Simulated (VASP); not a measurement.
Input of a VASP 6.6.1 run:

File INCAR:

```
PREC     = Accurate       # precision mode
ENCUT    = 520            # plane-wave cutoff, eV
EDIFF    = 1E-6           # SCF threshold, eV
ISMEAR   = 0              # smearing method
SIGMA    = 0.05           # smearing width, eV
LREAL    = F              # projectors in reciprocal space
LASPH    = T              # aspherical terms in the spheres
NELM     = 100            # most SCF steps
ALGO     = Normal         # electronic algorithm
ISIF     = 2              # what is computed and relaxed
LWAVE    = F              # write WAVECAR
LCHARG   = T              # write CHGCAR
GGA      = PE             # functional
LELF     = T              # ELF
LVHAR    = T            
NBANDS   = 20             # bands
```

File KPOINTS:

```
Automatic mesh
0
Gamma
  24 24 1
```

The input POSCAR:

```
MoS2
1.0
    3.1840155200      0.0000000000      0.0000000000
   -1.5920077600      2.7574383300      0.0000000000
    0.0000000000      0.0000000000     16.1032847700
Mo S
1 2
Direct
    0.0000000000      0.0000000000      0.5000000000
    0.3333333300      0.6666666700      0.5963767600
    0.3333333300      0.6666666700      0.4036232400
```

Potentials or basis: VASP PAW PBE potentials, release 64 (Mo_sv, S).

The run is started by

```console
$ cat potpaw_PBE.64/Mo_sv/POTCAR potpaw_PBE.64/S/POTCAR > POTCAR
$ mpirun -np 1 vasp_std > vasp.out
```

**Question.** What does it give for the band gap on the k mesh?

**Answer.** 1.60 eV, indirect (least direct gap 1.66 eV).

**Question.** What does it give for the largest force?

**Answer.** 0.194 eV/Å.

Forces in eV/Å, atoms in the order of the input:
```
Mo   0.000  0.000  0.000
S    0.000  0.000  0.194
S    0.000  0.000 -0.194
```
